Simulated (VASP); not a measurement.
# CdTe (b) (F-43m) in VASP: a series of runs, part 2 of 2

VASP 6.6.1. Earlier steps stand in the parts before.

## (3) Single point, PBEsol

This run uses another cell than the first one, of 34.16 Å³/atom, 0.966 times its volume.

INCAR reads:

```
SYSTEM = CdTe
PREC = Accurate ; ENCUT = 500
EDIFF = 1E-6 ; ISMEAR = 0
SIGMA = 0.02 ; LREAL = .FALSE.
LASPH = .TRUE. ; NELM = 120
ALGO = Normal ; ISIF = 2
LWAVE = .FALSE. ; LCHARG = .TRUE.
GGA = PS ; LELF = .TRUE.
LVHAR = .TRUE. ; NBANDS = 16
GGA_COMPAT = .FALSE.
```

KPOINTS reads:

```
Automatic mesh
0
G
  8 8 8
  0 0 0
```

POSCAR reads:

```
CdTe
1.0
    0.0000000000      3.2445740530      3.2445740530
    3.2445740530      0.0000000000      3.2445740530
    3.2445740530      3.2445740530      0.0000000000
Cd Te
1 1
Direct
    0.0000000000      0.0000000000      0.0000000000
    0.2500000000      0.2500000000      0.2500000000
```

Potentials or basis: VASP PAW PBE potentials, release 64 (Cd, Te).

On the command line:

```sh
cat potpaw_PBE.64/Cd/POTCAR potpaw_PBE.64/Te/POTCAR > POTCAR
mpirun -np 1 vasp_std > vasp.out
```

OUTCAR:

```text
SYSTEM = CdTe
   PREC = Accurate
   ENCUT = 500
   EDIFF = 1E-6
   ISMEAR = 0
   LREAL = .FALSE.
   LASPH = .TRUE.
   NELM = 120
   ISIF = 2
   GGA = PS

 ion  position               nearest neighbor table
   1  0.000  0.000  0.000-   2 2.81   2 2.81   2 2.81   2 2.81
   2  0.250  0.250  0.250-   1 2.81   1 2.81   1 2.81   1 2.81

  LATTYP: Found a face centered cubic cell.
 ALAT       =     6.4891481060

  Lattice vectors:

 A1 = (   0.0000000000,   3.2445740530,   3.2445740530)
 A2 = (   3.2445740530,   0.0000000000,   3.2445740530)
 A3 = (   3.2445740530,   3.2445740530,   0.0000000000)

Analysis of symmetry for initial positions (statically):
=====================================================================
 Subroutine PRICEL returns:
 Original cell was already a primitive cell.

 Routine SETGRP: Setting up the symmetry group for a
 face centered cubic supercell.

 Subroutine GETGRP returns: Found 24 space group operations
 (whereof 24 operations were pure point group operations)
 out of a pool of 48 trial point group operations.

The static configuration has the point symmetry T_d .

Analysis of symmetry for dynamics (positions and initial velocities):
=====================================================================
 Subroutine PRICEL returns:
 Original cell was already a primitive cell.

 Routine SETGRP: Setting up the symmetry group for a
 face centered cubic supercell.

 Subroutine GETGRP returns: Found 24 space group operations
 (whereof 24 operations were pure point group operations)
 out of a pool of 48 trial point group operations.

The dynamic configuration has the point symmetry T_d .

 Subroutine INISYM returns: Found 24 space group operations
 (whereof 24 operations are pure point group operations),
 and found     1 'primitive' translations

----------------------------------------------------------------------------------------

                                     Primitive cell

  volume of cell :      68.3130

  direct lattice vectors                    reciprocal lattice vectors
     0.000000000  3.244574053  3.244574053    -0.154103433  0.154103433  0.154103433
     3.244574053  0.000000000  3.244574053     0.154103433 -0.154103433  0.154103433
     3.244574053  3.244574053  0.000000000     0.154103433  0.154103433 -0.154103433

  length of vectors
     4.588520630  4.588520630  4.588520630     0.266914975  0.266914975  0.266914975

  position of ions in fractional coordinates (direct lattice)
     0.000000000  0.000000000  0.000000000
     0.250000000  0.250000000  0.250000000

  ion indices of the primitive-cell ions
   primitive index   ion index
                 1           1
                 2           2

----------------------------------------------------------------------------------------

 KPOINTS: Automatic mesh

Automatic generation of k-mesh.
 Grid dimensions read from file:
 generate k-points for:    8    8    8

 Generating k-lattice:

  Cartesian coordinates                     Fractional coordinates (reciprocal lattice)
    -0.019262929  0.019262929  0.019262929     0.125000000  0.000000000  0.000000000
     0.019262929 -0.019262929  0.019262929     0.000000000  0.125000000  0.000000000
     0.019262929  0.019262929 -0.019262929     0.000000000  0.000000000  0.125000000

  Length of vectors
     0.033364372  0.033364372  0.033364372

  Shift w.r.t. Gamma in fractional coordinates (k-lattice)
     0.000000000  0.000000000  0.000000000

 Subroutine IBZKPT returns following result:
 ===========================================

 Found     29 irreducible k-points:

 Following reciprocal coordinates:
            Coordinates               Weight
  0.000000  0.000000  0.000000      1.000000
  0.125000  0.000000  0.000000      8.000000
  0.250000  0.000000  0.000000      8.000000
  0.375000  0.000000  0.000000      8.000000
  0.500000  0.000000  0.000000      4.000000
  0.125000  0.125000  0.000000      6.000000
[... 16 lines left out ...]
  0.500000  0.250000  0.125000     48.000000
 -0.375000  0.250000  0.125000     24.000000
 [... further k-points ...]
   k-points           NKPTS =     29   k-points in BZ     NKDIM =     29   number of bands    NBANDS=     16
   number of dos      NEDOS =    301   number of ions     NIONS =      2
   total plane-waves  NPLWV =  46656
   dimension x,y,z NGX =    36 NGY =   36 NGZ =   36
   dimension x,y,z NGXF=    72 NGYF=   72 NGZF=   72
   ions per type =               1   1
   NGX,Y,Z   is equivalent  to a cutoff of  13.04, 13.04, 13.04 a.u.
   NGXF,Y,Z  is equivalent  to a cutoff of  26.09, 26.09, 26.09 a.u.
 SYSTEM =  CdTe
   PREC   = accura    normal or accurate (medium, high low for compatibility)
   ISTART =      0    job   : 0-new  1-cont  2-samecut
   ICHARG =      2    charge: 1-file 2-atom 10-const
   ISPIN  =      1    spin polarized calculation?
   LNONCOLLINEAR =      F non collinear calculations
   LSORBIT =      F    spin-orbit coupling
   LASPH  =      T    aspherical Exc in radial PAW
   ENCUT  =  500.0 eV  36.75 Ry    6.06 a.u.   8.37  8.37  8.37*2*pi/ulx,y,z
   NELM   =    120;   NELMIN=  2; NELMDL= -5     # of ELM steps
   EDIFF  = 0.1E-05   stopping-criterion for ELM
   LREAL  =      F    real-space projection
   EDIFFG = 0.1E-04   stopping-criterion for IOM
   NSW    =      0    number of steps for IOM
   IBRION =     -1    ionic relax: 0-MD 1-quasi-New 2-CG
   NFREE  =      0    steps in history (QN), initial steepest desc. (CG)
   ISIF   =      2    stress and relaxation
   ISYM   =      2    0-nonsym 1-usesym 2-fastsym
   POTIM  = 0.5000    time-step for ionic-motion
   TEBEG  =    0.0;   TEEND  =   0.0 temperature during run
   PSTRESS=    0.0 pullay stress
   NELECT =      18.0000    total number of electrons
   NUPDOWN=      -1.0000    fix difference up-down
   EMIN   =  10.00;   EMAX   =-10.00  energy-range for DOS
   EFERMI =   0.00;   METHOD = LEGACY
   ISMEAR =     0;   SIGMA  =   0.02  broadening in eV -4-tet -1-fermi 0-gaus
   EFERMI_NEDOS =   21; number of points for ismear=-14 and -15
   IALGO  =     38    algorithm
   IMIX   =      4    mixing-type and parameters
     AMIX     =   0.40;   BMIX     =  1.00
     AMIX_MAG =   1.60;   BMIX_MAG =  1.00
  volume/ion in A,a.u.               =      34.16       230.50
  Fermi-wavevector in a.u.,A,eV,Ry     =   1.049538  1.983338 14.987213  1.101529
  Thomas-Fermi vector in A             =   2.184504
   LORBIT       =      0    0 simple, 1 ext, 2 COOP (PROOUT), +10 PAW based schemes
   GGA     = PS    functional components
   LHFCALC =     F    Hartree Fock is set to
   AEXX    =    0.0000 exact exchange contribution
   IVDW    =     0    specifies the selected vdW correction
   LEPSILON=     F    determine dielectric tensor
   LRPA    =     F    only Hartree local field effects (RPA)
 non-spin polarized calculation
 Gauss-broadening in eV      SIGMA  =   0.02
  energy-cutoff  :      500.00
  volume of cell :       68.31
 maximum number of plane-waves:      1759
 NGX is ok and might be reduce to    36
   NGX = 17   NGY = 17   NGZ = 17

 number of electron      17.9999997 magnetization

 Free energy of the ion-electron system (eV)
  ---------------------------------------------------
  ext. energy  EPLUGINS =         0.00000000
  ---------------------------------------------------
  free energy    TOTEN  =        -5.48944124 eV

  energy without entropy =       -5.48944124  energy(sigma->0) =       -5.48944124

 E-fermi :   2.2865     XC(G=0):  -8.7647

 val. band max:        2.1767513209   @ k =   0.0000   0.0000   0.0000
 cond. band min:       2.8278943716   @ k =   0.0000   0.0000   0.0000
 fundamental gap:      0.6511430507
 Fermi energy:         2.2864646349

 k-point     1 :       0.0000    0.0000    0.0000
  band No.  band energies     occupation
      1      -9.0141      2.00000
      2      -6.0653      2.00000
      3      -6.0653      2.00000
      4      -6.0653      2.00000
      5      -5.8030      2.00000
      6      -5.8030      2.00000
[... 8 lines left out ...]
     15      11.5151      0.00000
     16      11.5151      0.00000
[... 419 lines left out ...]
 k-point    24 :      -0.3750    0.2500    0.1250
  band No.  band energies     occupation
      1      -8.5502      2.00000
      2      -5.9767      2.00000
      3      -5.9641      2.00000
      4      -5.8192      2.00000
      5      -5.7977      2.00000
      6      -5.3665      2.00000
[... 8 lines left out ...]
     15      12.1782      0.00000
     16      12.7106      0.00000

 [... further k-points ...]

------------------------ aborting loop because EDIFF is reached ----------------------------------------

  FORCE on cell =-STRESS in cart. coord.  units (eV):
  Direction    XX          YY          ZZ          XY          YZ          ZX
  --------------------------------------------------------------------------------------
  -------------------------------------------------------------------------------------
  Total        0.0707022      0.0707022      0.0707022     -0.0000000      0.0000000      0.0000000
  in kB        1.6582136      1.6582136      1.6582136     -0.0000000      0.0000000      0.0000000
  external PRESSURE =       1.6582136 kB  Pullay stress =       0.0000000 kB

 VOLUME and BASIS-vectors are now :
 -----------------------------------------------------------------------------
  energy-cutoff  :      500.00
  volume of cell :       68.31
      direct lattice vectors                 reciprocal lattice vectors
     0.000000000  3.244574053  3.244574053    -0.154103433  0.154103433  0.154103433
     3.244574053  0.000000000  3.244574053     0.154103433 -0.154103433  0.154103433
     3.244574053  3.244574053  0.000000000     0.154103433  0.154103433 -0.154103433

 POSITION                                       TOTAL-FORCE (eV/Angst)
 -----------------------------------------------------------------------------------
      0.00000      0.00000      0.00000         0.000000     -0.000000     -0.000000
      1.62229      1.62229      1.62229        -0.000000      0.000000      0.000000
 -----------------------------------------------------------------------------------
    total drift:                                0.000000      0.000000      0.000000

  FREE ENERGIE OF THE ION-ELECTRON SYSTEM (eV)
  ---------------------------------------------------
  free  energy   TOTEN  =        -5.4894412382 eV

  energy  without entropy=       -5.4894412382  energy(sigma->0) =       -5.48944124
```

It took 27 s on 1 thread of Intel Xeon Platinum 8488C (Sapphire Rapids), shared host; peak memory 0.21 GiB.

Results:

```
Free energy            : -5.4894 eV
Pressure               : 0.2 GPa
Band gap on the k mesh : 0.65 eV, direct
```

Caveat: the PAW data sets were made with another functional, which shifts forces and pressure a little; spin-orbit coupling is left out, which moves the levels of the heavy elements. Expect the measured gap to be larger: semilocal functionals such as PBEsol lack the derivative discontinuity.

## (4) Single point, PBEsol

This run uses another cell than the first one, of 34.16 Å³/atom, 0.966 times its volume.

INCAR reads:

```
PREC = Accurate
ENCUT = 500
EDIFF = 1E-6
ISMEAR = 0
SIGMA = 0.02
LREAL = False
LASPH = True
NELM = 120
ALGO = Normal
ISIF = 2
LWAVE = False
LCHARG = False
GGA = PS
NBANDS = 16
GGA_COMPAT = False
```

KPOINTS reads:

```
Automatic mesh
0
Gamma
  10 10 10
```

POSCAR is that of step 3.

Potentials or basis: VASP PAW PBE potentials, release 64 (Cd, Te).

On the command line:

```sh
cat potpaw_PBE.64/Cd/POTCAR potpaw_PBE.64/Te/POTCAR > POTCAR
mpirun -np 1 vasp_std > vasp.out
```

OUTCAR:

```text
PREC = Accurate
   ENCUT = 500
   EDIFF = 1E-6
   ISMEAR = 0
   LREAL = False
   LASPH = True
   NELM = 120
   ISIF = 2
   GGA = PS

 ion  position               nearest neighbor table
   1  0.000  0.000  0.000-   2 2.81   2 2.81   2 2.81   2 2.81
   2  0.250  0.250  0.250-   1 2.81   1 2.81   1 2.81   1 2.81

  LATTYP: Found a face centered cubic cell.
 ALAT       =     6.4891481060

  Lattice vectors:

 A1 = (   0.0000000000,   3.2445740530,   3.2445740530)
 A2 = (   3.2445740530,   0.0000000000,   3.2445740530)
 A3 = (   3.2445740530,   3.2445740530,   0.0000000000)

Analysis of symmetry for initial positions (statically):
=====================================================================
 Subroutine PRICEL returns:
 Original cell was already a primitive cell.

 Routine SETGRP: Setting up the symmetry group for a
 face centered cubic supercell.

 Subroutine GETGRP returns: Found 24 space group operations
 (whereof 24 operations were pure point group operations)
 out of a pool of 48 trial point group operations.

The static configuration has the point symmetry T_d .

Analysis of symmetry for dynamics (positions and initial velocities):
[... 160 lines left out ...]
 E-fermi :   2.3038     XC(G=0):  -8.7650

 val. band max:        2.1760581746   @ k =   0.0000   0.0000   0.0000
 cond. band min:       2.8275946763   @ k =   0.0000   0.0000   0.0000
 fundamental gap:      0.6515365017
 Fermi energy:         2.3037804525

 k-point     1 :       0.0000    0.0000    0.0000
  band No.  band energies     occupation
      1      -9.0149      2.00000
      2      -6.0651      2.00000
      3      -6.0651      2.00000
      4      -6.0651      2.00000
      5      -5.8028      2.00000
      6      -5.8028      2.00000
[... 433 lines left out ...]
      3      -5.9413      2.00000
      4      -5.8822      2.00000
      5      -5.7798      2.00000
      6      -5.5540      2.00000
[... 8 lines left out ...]
     15      12.6692      0.00000
     16      13.7472      0.00000

 [... further k-points ...]

------------------------ aborting loop because EDIFF is reached ----------------------------------------

  FORCE on cell =-STRESS in cart. coord.  units (eV):
  Direction    XX          YY          ZZ          XY          YZ          ZX
  --------------------------------------------------------------------------------------
  -------------------------------------------------------------------------------------
  Total        0.0700331      0.0700331      0.0700331      0.0000000      0.0000000      0.0000000
  in kB        1.6425203      1.6425203      1.6425203      0.0000000      0.0000000      0.0000000
  external PRESSURE =       1.6425203 kB  Pullay stress =       0.0000000 kB

 VOLUME and BASIS-vectors are now :
 -----------------------------------------------------------------------------
  energy-cutoff  :      500.00
  volume of cell :       68.31
      direct lattice vectors                 reciprocal lattice vectors
     0.000000000  3.244574053  3.244574053    -0.154103433  0.154103433  0.154103433
     3.244574053  0.000000000  3.244574053     0.154103433 -0.154103433  0.154103433
     3.244574053  3.244574053  0.000000000     0.154103433  0.154103433 -0.154103433

 POSITION                                       TOTAL-FORCE (eV/Angst)
 -----------------------------------------------------------------------------------
      0.00000      0.00000      0.00000        -0.000000     -0.000000     -0.000000
      1.62229      1.62229      1.62229         0.000000      0.000000      0.000000
 -----------------------------------------------------------------------------------
    total drift:                                0.000000      0.000000      0.000000

  FREE ENERGIE OF THE ION-ELECTRON SYSTEM (eV)
  ---------------------------------------------------
  free  energy   TOTEN  =        -5.4903298589 eV

  energy  without entropy=       -5.4903298589  energy(sigma->0) =       -5.49032986
```

stdout:

```text
POSCAR found type information on POSCAR CdTe
 POSCAR found :  2 types and       2 ions
 scaLAPACK will be used
 -----------------------------------------------------------------------------
|                                                                             |
|                                                                             |
|     You enforced a specific xc type in the INCAR file but a different       |
|     I HOPE YOU KNOW WHAT YOU ARE DOING!                                     |
|                                                                             |
 -----------------------------------------------------------------------------

 LDA part: xc-table for (Slater+PW92), standard interpolation
 POSCAR, INCAR and KPOINTS ok, starting setup
 FFT: planning ... GRIDC
 FFT: planning ... GRID_SOFT
 FFT: planning ... GRID
 WAVECAR not read
 entering main loop
```

Wall time 38 s (1 thread of Intel Xeon Platinum 8488C (Sapphire Rapids), shared host); peak memory 0.23 GiB.

What came out:

| Item | Value |
| --- | --- |
| Free energy | -5.4903 eV |
| Pressure | 0.2 GPa |
| Band gap on the k mesh | 0.65 eV, direct |

Caveat: the PAW data sets were made with another functional, which shifts forces and pressure a little; spin-orbit coupling is left out, which moves the levels of the heavy elements. As with any semilocal functional, this PBEsol gap is likely too small.

## (5) Relaxation of cell and atoms, PBEsol

INCAR reads:

```
SYSTEM = CdTe
ALGO = Normal
EDIFF = 1E-7
EDIFFG = -0.002
ENCUT = 500
GGA = PS
GGA_COMPAT = .FALSE.
IBRION = 2
ISIF = 3
ISMEAR = 0
LASPH = .TRUE.
LCHARG = .FALSE.
LREAL = .FALSE.
LWAVE = .FALSE.
NELM = 120
NELMIN = 4
NSW = 100
PREC = Accurate
SIGMA = 0.02
```

KPOINTS reads:

```
k-points
0
G
  10 10 10
  0 0 0
```

POSCAR reads:

```
CdTe
1.0
    0.0000000000      3.2821135600      3.2821135600
    3.2821135600      0.0000000000      3.2821135600
    3.2821135600      3.2821135600      0.0000000000
Cd Te
1 1
Direct
    0.0000000000      0.0000000000      0.0000000000
    0.2500000000      0.2500000000      0.2500000000
```

On the command line:

```sh
cat potpaw_PBE.64/Cd/POTCAR potpaw_PBE.64/Te/POTCAR > POTCAR
mpirun -np 1 vasp_std > vasp.out
```

Run time: 60 s. Hardware: 1 thread of Intel Xeon Platinum 8488C (Sapphire Rapids), shared host; peak memory 0.24 GiB.

The run converged. Its results:

* Free energy: -5.4905 eV
* Relaxed volume: 34.29 Å³/atom
* Relaxed cell: a = 4.594 Å, b = 4.594 Å, c = 4.594 Å, α = 60.00°, β = 60.00°, γ = 60.00°
* Space group after relaxing (to 0.05 Å): F-43m (No. 216)
* Energy gained by relaxing: 4.0 meV/atom
* Ionic steps: 3
* Pressure after relaxing: 0.0 GPa
* Band gap on the k mesh: 0.64 eV, direct

Step by step:
```csv
step,energy change (eV),largest force (eV/Å),pressure (GPa),volume (Å³)
1,0.0000,0.0000,-1.17,70.71
2,-0.0076,0.0000,0.30,68.10
3,-0.0080,0.0000,0.01,68.58
```

Final structure:
```
CELL_PARAMETERS angstrom
0.00000 3.24876 3.24876
3.24876 0.00000 3.24876
3.24876 3.24876 0.00000
ATOMIC_POSITIONS crystal
Cd 0.00000 0.00000 0.00000
Te 0.25000 0.25000 0.25000
```

Levels at points of the mesh, in eV from the valence-band top:
```
           k point  band 7  band 8  band 9  band 10  band 11  band 12
(0.00, 0.00, 0.00)    0.00    0.00    0.00     0.64     4.55     4.55
(0.50, 0.00, 0.00)   -4.43   -0.77   -0.77     1.73     5.13     5.13
(0.50, 0.50, 0.00)   -4.31   -1.86   -1.86     2.51     2.60     8.68
```

Caveat: the PAW data sets were made with another functional, which shifts forces and pressure a little; spin-orbit coupling is left out, which moves the levels of the heavy elements. A hybrid or GW would open this gap; PBEsol tends to underestimate it.

## (6) Overview

| task | cell | k mesh | smearing | gap on the mesh (eV) | pressure (GPa) |
| --- | --- | --- | --- | --- | --- |
| single point | a = 4.642 Å, angles 60.0°, 2 atoms | 6 × 6 × 6 | gaussian 0.1 eV | 0.55 | -1.2 |
| single point | a = 4.589 Å, angles 60.0°, 2 atoms | 8 × 8 × 8 | gaussian 0.02 eV | 0.65 | 0.2 |
| single point | a = 4.589 Å, angles 60.0°, 2 atoms | 10 × 10 × 10 | gaussian 0.02 eV | 0.65 | 0.2 |
| relaxation of cell and atoms | relaxed from a = 4.642 Å, angles 60.0°, 2 atoms | 10 × 10 × 10 | gaussian 0.02 eV | 0.64 | 0.0 |

Alike in all rows: level PBEsol; potentials or basis VASP PAW PBE potentials, release 64 (Cd, Te); no spin polarisation; cutoff (eV) 500.

Caveats: the PAW data sets were made with another functional, which shifts forces and pressure a little; spin-orbit coupling is left out, which moves the levels of the heavy elements.

Total energies depend on the potentials used, so only differences within one code and one set of settings carry meaning.
